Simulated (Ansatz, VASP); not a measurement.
CaO in VASP and in Ansatz

```
Ca O
1.0
     3.96271    0.00000    0.00000
    -1.98135    3.43180    0.00000
     0.00000    0.00000    4.76152
Ca O
2 2
Direct
  0.33333 0.66667 0.93750
  0.66667 0.33333 0.43750
  0.33333 0.66667 0.43750
  0.66667 0.33333 0.93750
```

Alike in both runs: task single point; functional PBE; k mesh 6 × 6 × 4; no spin polarisation.

|  | VASP | Ansatz |
| --- | --- | --- |
| version | VASP 6.6.1 | Ansatz 0.2.0 |
| potentials or method | VASP PAW PBE potentials, release 64 (Ca_sv, O) | plane waves, PAW |
| plane-wave cutoff (eV) | 520 | 420 |
| occupations | gaussian, width 0.01 eV | fixed |
| valence electrons in the cell | 32 | 32 |

VASP gave:

| Property | Result |
| --- | --- |
| gap on the k mesh at the Fermi level (eV) | 3.24 |
| pressure (GPa) | 3.3 |
| traceless stress, the component that is largest in VASP (GPa) | 0.16 |

**Question.** What did Ansatz give for the same quantities?

**Answer.** gap on the k mesh at the Fermi level (eV): 3.25; pressure (GPa): 2.8; traceless stress, the component that is largest in VASP (GPa): 0.14.

Ansatz's warnings: structure snapped to symmetry.
